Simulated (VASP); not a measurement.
A run of VASP 6.6.1 is set up as follows.

INCAR

```
ALGO = Fast
EDIFF = 1E-6
ENCUT = 520
GGA = PS
ISIF = 2
ISMEAR = 0
LASPH = True
LCHARG = True
LELF = True
LREAL = False
LVHAR = True
LWAVE = False
NBANDS = 12
NELM = 100
PREC = Accurate
SIGMA = 0.15
```

KPOINTS

```
k-points
0
Gamma
  30 30 30
```

Contents of POSCAR:

```
Cu
1.0
   -1.3294843841      1.3294843841      1.3056069244
    1.3294843841     -1.3294843841      1.3056069244
    1.3294843841      1.3294843841     -1.3056069244
Cu
1
Direct
    0.0000000000      0.0000000000      0.0000000000
```

Potentials or basis: VASP PAW PBE potentials, release 64 (Cu).

Launch:

```console
$ cat potpaw_PBE.64/Cu/POTCAR > POTCAR
$ mpirun -np 1 vasp_std > vasp.out
```

What does it give for the pressure?

58.4 GPa.

What does it give for the band gap on the k mesh?

Zero (an odd number of electrons rules out a gap without spin polarisation).

Stress tensor (GPa, compression positive):
```
58.44  0.00  0.00
 0.00 58.44  0.00
 0.00  0.00 58.29
```

Caveat: the cell differs from its parent crystal (strain -0.080 along x and y, -0.040 along z); the cell stands under pressure; the PAW data sets were made with another functional, which shifts forces and pressure a little.
